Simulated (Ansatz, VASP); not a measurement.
Si3N4: VASP beside Ansatz

File INCAR:

```
SYSTEM = Si3N4
PREC = Accurate
ENCUT = 520
EDIFF = 1E-8
ISMEAR = -1
SIGMA = 0.02
LREAL = .FALSE.
LASPH = .TRUE.
NELM = 100
ALGO = Normal
ISIF = 2
LWAVE = .FALSE.
LCHARG = .FALSE.
GGA = PE
LEFG = .TRUE.
ISYM = 0
NBANDS = 45
```

File KPOINTS:

```
Automatic mesh
0
G
  4 4 10
  0 0 0
```

POSCAR

```
Si3N4
1.0
    7.6020000000      0.0000000000      0.0000000000
   -3.8010000000      6.5835251196      0.0000000000
    0.0000000000      0.0000000000      2.9060000000
Si N
6 8
Direct
    0.7684770000      0.1745610000      0.2500000000
    0.5939160000      0.7684770000      0.7500000000
    0.8254390000      0.5939160000      0.2500000000
    0.2315230000      0.8254390000      0.7500000000
    0.4060840000      0.2315230000      0.2500000000
    0.1745610000      0.4060840000      0.7500000000
    0.0305000000      0.3302500000      0.2500000000
    0.7002500000      0.0305000000      0.7500000000
    0.6697500000      0.7002500000      0.2500000000
    0.9695000000      0.6697500000      0.7500000000
    0.2997500000      0.9695000000      0.2500000000
    0.3302500000      0.2997500000      0.7500000000
    0.6666666667      0.3333333333      0.2500000000
    0.3333333333      0.6666666667      0.7500000000
```

Input for Ansatz:

```yaml
crystal:
  lattice:
    - [7.602, 0.0, 0.0]
    - [-3.801, 6.5835251196, 0.0]
    - [0.0, 0.0, 2.906]
  atoms:
    - { symbol: Si, position: [0.768477, 0.174561, 0.25] }
    - { symbol: Si, position: [0.593916, 0.768477, 0.75] }
    - { symbol: Si, position: [0.825439, 0.593916, 0.25] }
    - { symbol: Si, position: [0.231523, 0.825439, 0.75] }
    - { symbol: Si, position: [0.406084, 0.231523, 0.25] }
    - { symbol: Si, position: [0.174561, 0.406084, 0.75] }
    - { symbol: "N", position: [0.0305, 0.33025, 0.25] }
    - { symbol: "N", position: [0.70025, 0.0305, 0.75] }
    - { symbol: "N", position: [0.66975, 0.70025, 0.25] }
    - { symbol: "N", position: [0.9695, 0.66975, 0.75] }
    - { symbol: "N", position: [0.29975, 0.9695, 0.25] }
    - { symbol: "N", position: [0.33025, 0.29975, 0.75] }
    - { symbol: "N", position: [0.6666666667, 0.3333333333, 0.25] }
    - { symbol: "N", position: [0.3333333333, 0.6666666667, 0.75] }
  symmetry: { detect: false }
kpoints:
  mp_grid: { grid: [4, 4, 10] }
scf:
  occupations: { method: fermi_dirac, width: 0.02 }
hamiltonian:
  xc: pbe
  pseudopotentials: { kind: paw }
output:
  forces: true
  stress: true
  populations: true
  efg:
    quadrupole_moments_barn: { "N": 0.02044 }
    contact_densities: true
basis:
  ecutwfc: "450 eV"
```

Alike in both runs: task electric field gradients; functional PBE; k mesh 4 × 4 × 10; occupations fermi-dirac, width 0.02 eV; no spin polarisation.

|  | VASP | Ansatz |
| --- | --- | --- |
| version | VASP 6.6.1 | Ansatz 0.2.0 |
| potentials or method | VASP PAW PBE potentials, release 64 (Si, N), cutoff 520 eV | plane-wave PAW, scalar-relativistic |
| valence electrons in the cell | 64 | 64 |

```tsv
	VASP	Ansatz	Ansatz less VASP
gap on the k mesh at the Fermi level (eV)	4.32	4.34	+0.012
pressure (GPa)	5.5	5.8	+0.31
rms of the force components (eV/Å)	0.020	0.019	-0.0006
size of Vzz on the site where it differs most (V/Å²)	46.2	49.1	+2.92
```

Atom by atom the forces differ by 0.002 eV/Å (rms over components).
